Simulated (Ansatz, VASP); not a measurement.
## Two plane-wave programs on Bi2Se3

Contents of INCAR:

```
SYSTEM = Bi2Se3
ALGO = Normal
EDIFF = 1E-6
ENCUT = 520
ISIF = 2
ISMEAR = -1
LASPH = .True.
LCHARG = .True.
LELF = .True.
LREAL = .False.
LVHAR = .True.
LWAVE = .False.
NBANDS = 32
NELM = 100
PREC = Accurate
SIGMA = 0.05
```

Contents of KPOINTS:

```
k-points
0
Gamma
  8 8 8
  0 0 0
```

POSCAR

```
Bi2Se3
1.0
    2.0575968965      1.1879541221      9.4812687632
   -2.0575968965      1.1879541221      9.4812687632
    0.0000000000     -2.3759082442      9.4812687632
Bi Se
2 3
Direct
    0.5992000000      0.5992000000      0.5992000000
    0.4008000000      0.4008000000      0.4008000000
    0.7883000000      0.7883000000      0.7883000000
    0.2117000000      0.2117000000      0.2117000000
    0.0000000000      0.0000000000      0.0000000000
```

input.yaml

```yaml
crystal:
  lattice:
    - [2.0575968965, 1.1879541221, 9.4812687632]
    - [-2.0575968965, 1.1879541221, 9.4812687632]
    - [0.0, -2.3759082442, 9.4812687632]
  atoms:
    - { symbol: Bi, position: [0.5992, 0.5992, 0.5992] }
    - { symbol: Bi, position: [0.4008, 0.4008, 0.4008] }
    - { symbol: Se, position: [0.7883, 0.7883, 0.7883] }
    - { symbol: Se, position: [0.2117, 0.2117, 0.2117] }
    - { symbol: Se, position: [0.0, 0.0, 0.0] }
hamiltonian:
  xc: lda
  pseudopotentials: { kind: paw, xc_functional: lda, accuracy: standard }
kpoints:
  mp_grid: { grid: [8, 8, 8] }
scf:
  occupations: { method: fermi_dirac, width: 0.05 }
output:
  forces: true
  stress: true
  eigenvalues: true
```

Alike in both runs: task single point; functional LDA; k mesh 8 × 8 × 8; occupations fermi-dirac, width 0.05 eV; no spin polarisation.

```csv
,VASP,Ansatz
version,VASP 6.6.1,Ansatz 0.2.0
potentials or method,"VASP PAW LDA potentials, release 64 (Bi_d, Se)",JTH PAW LDA
plane-wave cutoff (eV),520,1800
valence electrons in the cell,48,48
```

Ansatz gave:

* gap on the k mesh at the Fermi level (eV): 0.08
* least direct gap on the mesh (eV): 0.08
* pressure (GPa): -0.6
* traceless stress, the component that is largest in VASP (GPa): -0.10
* rms of the force components (eV/Å): 0.084

Problem. Estimate VASP's values.

Solution. gap on the k mesh at the Fermi level (eV): 0.07; least direct gap on the mesh (eV): 0.07; pressure (GPa): -0.4; traceless stress, the component that is largest in VASP (GPa): -0.11; rms of the force components (eV/Å): 0.097.

LDA's correlation is that of Perdew and Zunger in VASP and of Perdew and Wang (1992) in Ansatz. Atom by atom the forces differ by 0.014 eV/Å (rms over components).

Neither program's run includes spin-orbit coupling.
